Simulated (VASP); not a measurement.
# SrNi3 (Pm-3m) in VASP: settings compared, part 2 of 4

VASP 6.6.1. Earlier steps stand in the parts before.

### 3 Single point, PBE, collinear spin, ferromagnetic start (volume scaled by 1.040)

INCAR

```
PREC = Accurate
ENCUT = 520
EDIFF = 1E-6
ISMEAR = 0
SIGMA = 0.05
LREAL = F
LASPH = T
NELM = 150
ALGO = Normal
ISIF = 2
LWAVE = F
LCHARG = F
ISPIN = 2
MAGMOM = 0 0.44 0.44 0.44
LORBIT = 11
LMAXMIX = 4
GGA = PE
NBANDS = 32
```

KPOINTS

```
Automatic mesh
0
Gamma
  8 8 8
```

POSCAR

```
SrNi3
1.0
    4.0472136419      0.0000000000      0.0000000000
    0.0000000000      4.0472136419      0.0000000000
    0.0000000000      0.0000000000      4.0472136419
Sr Ni
1 3
Direct
    0.0000000000      0.0000000000      0.0000000000
    0.0000000000      0.5000000000      0.5000000000
    0.5000000000      0.5000000000      0.0000000000
    0.5000000000      0.0000000000      0.5000000000
```

Potentials or basis: VASP PAW PBE potentials, release 64 (Sr_sv, Ni).

Run with:

```console
> cat potpaw_PBE.64/Sr_sv/POTCAR potpaw_PBE.64/Ni/POTCAR > POTCAR
> mpirun -np 1 vasp_std > vasp.out
```

OUTCAR:

```text
PREC = Accurate
   ENCUT = 520
   EDIFF = 1E-6
   ISMEAR = 0
   LREAL = F
   LASPH = T
   NELM = 150
   ISIF = 2
   ISPIN = 2
   LORBIT = 11
   GGA = PE

 ion  position               nearest neighbor table
   1  0.000  0.000  0.000-   2 2.86   3 2.86   4 2.86   2 2.86   4 2.86   2 2.86   3 2.86   2 2.86
                             3 2.86   4 2.86   4 2.86   3 2.86
   2  0.000  0.500  0.500-   1 2.86   3 2.86   4 2.86   1 2.86   3 2.86   1 2.86   4 2.86   1 2.86
                             3 2.86   4 2.86   3 2.86   4 2.86
   3  0.500  0.500  0.000-   1 2.86   2 2.86   4 2.86   2 2.86   4 2.86   1 2.86   4 2.86   4 2.86
                             1 2.86   2 2.86   2 2.86   1 2.86
   4  0.500  0.000  0.500-   1 2.86   2 2.86   3 2.86   1 2.86   3 2.86   2 2.86   3 2.86   3 2.86
                             1 2.86   2 2.86   1 2.86   2 2.86

  LATTYP: Found a simple cubic cell.
 ALAT       =     4.0472136419

  Lattice vectors:

 A1 = (   4.0472136419,   0.0000000000,   0.0000000000)
 A2 = (   0.0000000000,   4.0472136419,   0.0000000000)
 A3 = (   0.0000000000,   0.0000000000,   4.0472136419)

Analysis of symmetry for initial positions (statically):
=====================================================================
 Subroutine PRICEL returns:
 Original cell was already a primitive cell.

 Routine SETGRP: Setting up the symmetry group for a
 simple cubic supercell.

 Subroutine GETGRP returns: Found 48 space group operations
 (whereof 48 operations were pure point group operations)
 out of a pool of 48 trial point group operations.

The static configuration has the point symmetry O_h .

Analysis of symmetry for dynamics (positions and initial velocities):
=====================================================================
 Subroutine PRICEL returns:
 Original cell was already a primitive cell.

 Routine SETGRP: Setting up the symmetry group for a
 simple cubic supercell.

 Subroutine GETGRP returns: Found 48 space group operations
 (whereof 48 operations were pure point group operations)
 out of a pool of 48 trial point group operations.

The dynamic configuration has the point symmetry O_h .

Analysis of structural, dynamic, and magnetic symmetry:
=====================================================================
 Subroutine PRICEL returns:
 Original cell was already a primitive cell.

 Routine SETGRP: Setting up the symmetry group for a
 simple cubic supercell.

 Subroutine GETGRP returns: Found 48 space group operations
 (whereof 48 operations were pure point group operations)
 out of a pool of 48 trial point group operations.

The overall configuration has the point symmetry O_h .

 Subroutine INISYM returns: Found 48 space group operations
 (whereof 48 operations are pure point group operations),
 and found     1 'primitive' translations

----------------------------------------------------------------------------------------

                                     Primitive cell

  volume of cell :      66.2931

  direct lattice vectors                    reciprocal lattice vectors
[... 80 lines left out ...]
   NGXF,Y,Z  is equivalent  to a cutoff of  24.65, 24.65, 24.65 a.u.
 SYSTEM =  unknown system
   PREC   = accura    normal or accurate (medium, high low for compatibility)
   ISTART =      0    job   : 0-new  1-cont  2-samecut
   ICHARG =      2    charge: 1-file 2-atom 10-const
   ISPIN  =      2    spin polarized calculation?
   LNONCOLLINEAR =      F non collinear calculations
   LSORBIT =      F    spin-orbit coupling
   LASPH  =      T    aspherical Exc in radial PAW
   ENCUT  =  520.0 eV  38.22 Ry    6.18 a.u.   7.53  7.53  7.53*2*pi/ulx,y,z
   NELM   =    150;   NELMIN=  2; NELMDL= -5     # of ELM steps
   EDIFF  = 0.1E-05   stopping-criterion for ELM
   LREAL  =      F    real-space projection
   EDIFFG = 0.1E-04   stopping-criterion for IOM
   NSW    =      0    number of steps for IOM
   IBRION =     -1    ionic relax: 0-MD 1-quasi-New 2-CG
   NFREE  =      0    steps in history (QN), initial steepest desc. (CG)
   ISIF   =      2    stress and relaxation
   ISYM   =      2    0-nonsym 1-usesym 2-fastsym
   POTIM  = 0.5000    time-step for ionic-motion
   TEBEG  =    0.0;   TEEND  =   0.0 temperature during run
   PSTRESS=    0.0 pullay stress
   NELECT =      40.0000    total number of electrons
   NUPDOWN=      -1.0000    fix difference up-down
   EMIN   =  10.00;   EMAX   =-10.00  energy-range for DOS
   EFERMI =   0.00;   METHOD = LEGACY
   ISMEAR =     0;   SIGMA  =   0.05  broadening in eV -4-tet -1-fermi 0-gaus
   EFERMI_NEDOS =   21; number of points for ismear=-14 and -15
   IALGO  =     38    algorithm
   IMIX   =      4    mixing-type and parameters
     AMIX     =   0.40;   BMIX     =  1.00
     AMIX_MAG =   1.60;   BMIX_MAG =  1.00
  volume/ion in A,a.u.               =      16.57       111.84
  Fermi-wavevector in a.u.,A,eV,Ry     =   1.383371  2.614192 26.037681  1.913716
  Thomas-Fermi vector in A             =   2.507975
   LORBIT       =     11    0 simple, 1 ext, 2 COOP (PROOUT), +10 PAW based schemes
   GGA     = PE    functional components
   LHFCALC =     F    Hartree Fock is set to
   AEXX    =    0.0000 exact exchange contribution
   IVDW    =     0    specifies the selected vdW correction
   LEPSILON=     F    determine dielectric tensor
   LRPA    =     F    only Hartree local field effects (RPA)
 spin polarized calculation
 Gauss-broadening in eV      SIGMA  =   0.05
  energy-cutoff  :      520.00
  volume of cell :       66.29
 maximum number of plane-waves:      1806
   NGX = 15   NGY = 15   NGZ = 15

 number of electron      39.9999995 magnetization       1.0754764

 Free energy of the ion-electron system (eV)
  ---------------------------------------------------
  ext. energy  EPLUGINS =         0.00000000
  ---------------------------------------------------
  free energy    TOTEN  =       -16.26471562 eV

  energy without entropy =      -16.25891655  energy(sigma->0) =      -16.26181609

 E-fermi :   5.3210     XC(G=0): -11.2461

 val. band max:        5.3144833901   @ k =   0.5000   0.2500   0.0000
 cond. band min:       5.3231108112   @ k =   0.5000   0.3750   0.1250
 fundamental gap:      0.0086274211
 Fermi energy:         5.3210479732

 spin component 1

 k-point     1 :       0.0000    0.0000    0.0000
  band No.  band energies     occupation
      1     -28.3339      1.00000
      2     -10.4904      1.00000
      3     -10.4904      1.00000
      4     -10.4904      1.00000
      5      -0.6130      1.00000
      6       2.4968      1.00000
[... 829 lines left out ...]
     31      15.8399      0.00000
     32      18.0031      0.00000

 [... further k-points ...]

 spin component 2

 k-point     1 :       0.0000    0.0000    0.0000
  band No.  band energies     occupation
      1     -28.3522      1.00000
      2     -10.5139      1.00000
      3     -10.5139      1.00000
      4     -10.5139      1.00000
      5      -0.6405      1.00000
      6       2.6797      1.00000
[... 829 lines left out ...]
     31      15.8467      0.00000
     32      18.0165      0.00000

 [... further k-points ...]
[... 5 lines left out ...]
  --------------------------------------------------------------------------------------
  -------------------------------------------------------------------------------------
  Total       -0.9659807     -0.9659807     -0.9659807     -0.0000000      0.0000000      0.0000000
  in kB      -23.3459021    -23.3459021    -23.3459021     -0.0000000      0.0000000      0.0000000
  external PRESSURE =     -23.3459021 kB  Pullay stress =       0.0000000 kB

 VOLUME and BASIS-vectors are now :
 -----------------------------------------------------------------------------
  energy-cutoff  :      520.00
  volume of cell :       66.29
      direct lattice vectors                 reciprocal lattice vectors
     4.047213642  0.000000000  0.000000000     0.247083571  0.000000000  0.000000000
     0.000000000  4.047213642  0.000000000     0.000000000  0.247083571  0.000000000
     0.000000000  0.000000000  4.047213642     0.000000000  0.000000000  0.247083571

 POSITION                                       TOTAL-FORCE (eV/Angst)
 -----------------------------------------------------------------------------------
      0.00000      0.00000      0.00000         0.000000      0.000000      0.000000
      0.00000      2.02361      2.02361         0.000000      0.000000      0.000000
      2.02361      2.02361      0.00000         0.000000      0.000000      0.000000
      2.02361      0.00000      2.02361         0.000000      0.000000      0.000000
 -----------------------------------------------------------------------------------
    total drift:                                0.000000      0.000000     -0.000000

  FREE ENERGIE OF THE ION-ELECTRON SYSTEM (eV)
  ---------------------------------------------------
  free  energy   TOTEN  =       -16.2647156211 eV

  energy  without entropy=      -16.2589165517  energy(sigma->0) =      -16.26181609

 total charge

# of ion       s       p       d       tot
------------------------------------------
    1        2.065   5.761   0.420   8.246
    2        0.441   0.232   8.380   9.052
    3        0.441   0.232   8.380   9.052
    4        0.441   0.232   8.380   9.052
--------------------------------------------------
tot          3.387   6.456  25.559  35.402

 magnetization (x)

# of ion       s       p       d       tot
------------------------------------------
    1        0.000  -0.008  -0.021  -0.028
    2       -0.006  -0.007   0.409   0.396
    3       -0.006  -0.007   0.409   0.396
    4       -0.006  -0.007   0.409   0.396
--------------------------------------------------
tot         -0.018  -0.028   1.206   1.160
```

stdout:

```text
POSCAR found type information on POSCAR SrNi
 POSCAR found :  2 types and       4 ions
 scaLAPACK will be used
 LDA part: xc-table for (Slater+PW92), standard interpolation
 POSCAR, INCAR and KPOINTS ok, starting setup
 FFT: planning ... GRIDC
 FFT: planning ... GRID_SOFT
 FFT: planning ... GRID
 WAVECAR not read
 entering main loop
```

Wall time 2.5 min (1 thread of Oxide Virtual Turin-like, shared host); peak memory 0.23 GiB.

What came out:

- Free energy: -16.2647 eV
- Pressure: -2.3 GPa
- Net moment: 1.08 μB per cell
- Site moments: Sr -0.03; Ni +0.40 μB
- Valence electrons inside the program's atomic spheres: Sr 8.25; Ni 9.05

### 4 Single point, PBE, collinear spin, ferromagnetic start (volume scaled by 1.070)

INCAR

```
SYSTEM = SrNi3
  ALGO = Normal
  EDIFF = 1E-7
  ENCUT = 520
  GGA = PE
  ISIF = 2
  ISMEAR = 0
  ISPIN = 2
  LASPH = .True.
  LCHARG = .False.
  LMAXMIX = 4
  LORBIT = 11
  LREAL = .False.
  LWAVE = .False.
  MAGMOM = 0 0.44 0.44 0.44
  NBANDS = 32
  NELM = 150
  PREC = Accurate
  SIGMA = 0.05
```

KPOINTS

```
k-points
0
Gamma
  8 8 8
  0 0 0
```

POSCAR

```
SrNi3
1.0
    4.0857608537      0.0000000000      0.0000000000
    0.0000000000      4.0857608537      0.0000000000
    0.0000000000      0.0000000000      4.0857608537
Sr Ni
1 3
Direct
    0.0000000000      0.0000000000      0.0000000000
    0.0000000000      0.5000000000      0.5000000000
    0.5000000000      0.5000000000      0.0000000000
    0.5000000000      0.0000000000      0.5000000000
```

Potentials or basis: VASP PAW PBE potentials, release 64 (Sr_sv, Ni).

Run with:

```console
> cat potpaw_PBE.64/Sr_sv/POTCAR potpaw_PBE.64/Ni/POTCAR > POTCAR
> mpirun -np 1 vasp_std > vasp.out
```

OUTCAR:

```text
SYSTEM = SrNi3
   EDIFF = 1E-7
   ENCUT = 520
   GGA = PE
   ISIF = 2
   ISMEAR = 0
   ISPIN = 2
   LASPH = .True.
   LORBIT = 11
   LREAL = .False.
   NELM = 150
   PREC = Accurate

 ion  position               nearest neighbor table
   1  0.000  0.000  0.000-   2 2.89   3 2.89   4 2.89   2 2.89   4 2.89   2 2.89   3 2.89   2 2.89
                             3 2.89   4 2.89   4 2.89   3 2.89
   2  0.000  0.500  0.500-   1 2.89   3 2.89   4 2.89   1 2.89   3 2.89   1 2.89   4 2.89   1 2.89
                             3 2.89   4 2.89   3 2.89   4 2.89
   3  0.500  0.500  0.000-   1 2.89   2 2.89   4 2.89   2 2.89   4 2.89   1 2.89   4 2.89   4 2.89
                             1 2.89   2 2.89   2 2.89   1 2.89
   4  0.500  0.000  0.500-   1 2.89   2 2.89   3 2.89   1 2.89   3 2.89   2 2.89   3 2.89   3 2.89
                             1 2.89   2 2.89   1 2.89   2 2.89

  LATTYP: Found a simple cubic cell.
 ALAT       =     4.0857608537

  Lattice vectors:

 A1 = (   4.0857608537,   0.0000000000,   0.0000000000)
 A2 = (   0.0000000000,   4.0857608537,   0.0000000000)
 A3 = (   0.0000000000,   0.0000000000,   4.0857608537)

Analysis of symmetry for initial positions (statically):
=====================================================================
 Subroutine PRICEL returns:
 Original cell was already a primitive cell.

 Routine SETGRP: Setting up the symmetry group for a
 simple cubic supercell.

 Subroutine GETGRP returns: Found 48 space group operations
 (whereof 48 operations were pure point group operations)
 out of a pool of 48 trial point group operations.

The static configuration has the point symmetry O_h .

Analysis of symmetry for dynamics (positions and initial velocities):
=====================================================================
 Subroutine PRICEL returns:
 Original cell was already a primitive cell.

 Routine SETGRP: Setting up the symmetry group for a
 simple cubic supercell.

 Subroutine GETGRP returns: Found 48 space group operations
 (whereof 48 operations were pure point group operations)
 out of a pool of 48 trial point group operations.

The dynamic configuration has the point symmetry O_h .
[... 161 lines left out ...]
  free energy    TOTEN  =       -16.22743325 eV

  energy without entropy =      -16.22149851  energy(sigma->0) =      -16.22446588

 E-fermi :   5.0821     XC(G=0): -11.1020

 val. band max:        5.0777878296   @ k =   0.5000   0.2500   0.0000
 cond. band min:       5.0826548177   @ k =   0.5000   0.2500   0.2500
 fundamental gap:      0.0048669882
 Fermi energy:         5.0821040129

 spin component 1

 k-point     1 :       0.0000    0.0000    0.0000
  band No.  band energies     occupation
      1     -28.6253      1.00000
      2     -10.7715      1.00000
      3     -10.7715      1.00000
      4     -10.7715      1.00000
      5      -0.7589      1.00000
      6       2.3614      1.00000
[... 829 lines left out ...]
     31      15.3686      0.00000
     32      17.4708      0.00000

 [... further k-points ...]

 spin component 2

 k-point     1 :       0.0000    0.0000    0.0000
  band No.  band energies     occupation
      1     -28.6438      1.00000
      2     -10.7953      1.00000
      3     -10.7953      1.00000
      4     -10.7953      1.00000
      5      -0.7903      1.00000
      6       2.5454      1.00000
[... 829 lines left out ...]
     31      15.3723      0.00000
     32      17.4631      0.00000

 [... further k-points ...]
[... 5 lines left out ...]
  --------------------------------------------------------------------------------------
  -------------------------------------------------------------------------------------
  Total       -1.7007795     -1.7007795     -1.7007795     -0.0000000      0.0000000     -0.0000000
  in kB      -39.9521137    -39.9521137    -39.9521137     -0.0000000      0.0000000     -0.0000000
  external PRESSURE =     -39.9521137 kB  Pullay stress =       0.0000000 kB

 VOLUME and BASIS-vectors are now :
 -----------------------------------------------------------------------------
  energy-cutoff  :      520.00
  volume of cell :       68.21
      direct lattice vectors                 reciprocal lattice vectors
     4.085760854  0.000000000  0.000000000     0.244752455  0.000000000  0.000000000
     0.000000000  4.085760854  0.000000000     0.000000000  0.244752455  0.000000000
     0.000000000  0.000000000  4.085760854     0.000000000  0.000000000  0.244752455

 POSITION                                       TOTAL-FORCE (eV/Angst)
 -----------------------------------------------------------------------------------
      0.00000      0.00000      0.00000         0.000000      0.000000      0.000000
      0.00000      2.04288      2.04288         0.000000      0.000000      0.000000
      2.04288      2.04288      0.00000         0.000000      0.000000      0.000000
      2.04288      0.00000      2.04288         0.000000      0.000000      0.000000
 -----------------------------------------------------------------------------------
    total drift:                                0.000000      0.000000     -0.000000

  FREE ENERGIE OF THE ION-ELECTRON SYSTEM (eV)
  ---------------------------------------------------
  free  energy   TOTEN  =       -16.2274332547 eV

  energy  without entropy=      -16.2214985130  energy(sigma->0) =      -16.22446588

 total charge

# of ion       s       p       d       tot
------------------------------------------
    1        2.062   5.760   0.398   8.220
    2        0.434   0.220   8.375   9.030
    3        0.434   0.220   8.375   9.030
    4        0.434   0.220   8.375   9.030
--------------------------------------------------
tot          3.365   6.420  25.523  35.308

 magnetization (x)

# of ion       s       p       d       tot
------------------------------------------
    1        0.000  -0.008  -0.021  -0.029
    2       -0.006  -0.007   0.412   0.399
    3       -0.006  -0.007   0.412   0.399
    4       -0.006  -0.007   0.412   0.399
--------------------------------------------------
tot         -0.019  -0.029   1.216   1.168
```

OSZICAR:

```text
N       E                     dE             d eps       ncg     rms          rms(c)
DAV:   1     0.290597567016E+03    0.29060E+03   -0.17995E+04  4480   0.152E+03
DAV:   2     0.120947229660E+01   -0.28939E+03   -0.27377E+03  4544   0.325E+02
DAV:   3    -0.191692547626E+02   -0.20379E+02   -0.19547E+02  5456   0.100E+02
DAV:   4    -0.199376361435E+02   -0.76838E+00   -0.76468E+00  6272   0.154E+01
DAV:   5    -0.199512628893E+02   -0.13627E-01   -0.13621E-01  5800   0.193E+00    0.530E+01
DAV:   6    -0.301701004994E+02   -0.10219E+02   -0.80436E+01  5264   0.111E+02    0.373E+01
DAV:   7    -0.161768416415E+02    0.13993E+02   -0.53410E+01  5248   0.701E+01    0.106E+01
DAV:   8    -0.162728291112E+02   -0.95987E-01   -0.10878E+00  5112   0.578E+00    0.902E+00
DAV:   9    -0.162524866342E+02    0.20342E-01   -0.92430E-02  6856   0.219E+00    0.421E+00
DAV:  10    -0.162272980637E+02    0.25189E-01   -0.87949E-02  5224   0.323E+00    0.128E+00
DAV:  11    -0.162273092217E+02   -0.11158E-04   -0.60731E-03  5368   0.597E-01    0.467E-01
DAV:  12    -0.162273436983E+02   -0.34477E-04   -0.77689E-04  6008   0.299E-01    0.329E-01
DAV:  13    -0.162274220691E+02   -0.78371E-04   -0.43268E-04  6072   0.204E-01    0.155E-01
DAV:  14    -0.162274416646E+02   -0.19595E-04   -0.32108E-05  4936   0.515E-02    0.969E-02
DAV:  15    -0.162274330172E+02    0.86474E-05   -0.30802E-05  6024   0.589E-02    0.268E-02
DAV:  16    -0.162274332425E+02   -0.22530E-06   -0.23356E-06  5064   0.104E-02    0.970E-03
DAV:  17    -0.162274332547E+02   -0.12130E-07   -0.64362E-07  5576   0.756E-03
   1 F= -.16227433E+02 E0= -.16224466E+02  d E =-.593474E-02  mag=     1.0741
```

It took 2.1 min on 1 thread of Oxide Virtual Turin-like, shared host; peak memory 0.23 GiB.

What came out:

```
Free energy                                           : -16.2274 eV
Pressure                                              : -4.0 GPa
Net moment                                            : 1.07 μB per cell
Site moments                                          : Sr -0.03; Ni +0.40 μB
Valence electrons inside the program's atomic spheres : Sr 8.22; Ni 9.03
```

Levels at points of the mesh, in eV from the Fermi level:
Spin up:
```
           k point  band 17  band 18  band 19  band 20  band 21  band 22  band 23  band 24
(0.00, 0.00, 0.00)    -0.36    -0.34    -0.34    -0.34     2.99     2.99     3.28     3.28
(0.50, 0.00, 0.00)    -0.81    -0.81    -0.80    -0.49    -0.34     2.68     2.68     2.98
(0.50, 0.50, 0.00)    -0.86    -0.86    -0.83    -0.73    -0.13     1.00     1.00     3.85
(0.50, 0.50, 0.50)    -0.40    -0.40    -0.40     0.09     1.54     1.54     1.54     2.30
```
Spin down:
```
           k point  band 16  band 17  band 18  band 19  band 20  band 21  band 22  band 23
(0.00, 0.00, 0.00)    -0.26     0.05     0.27     0.27     0.27     3.15     3.15     3.24
(0.50, 0.00, 0.00)    -0.57    -0.50    -0.44    -0.44    -0.18     0.27     2.74     2.74
(0.50, 0.50, 0.00)    -0.63    -0.60    -0.60    -0.45    -0.25    -0.12     1.32     1.32
(0.50, 0.50, 0.50)    -0.58     0.05     0.13     0.13     0.13     1.89     1.89     1.89
```

[end of part 2 of 4]
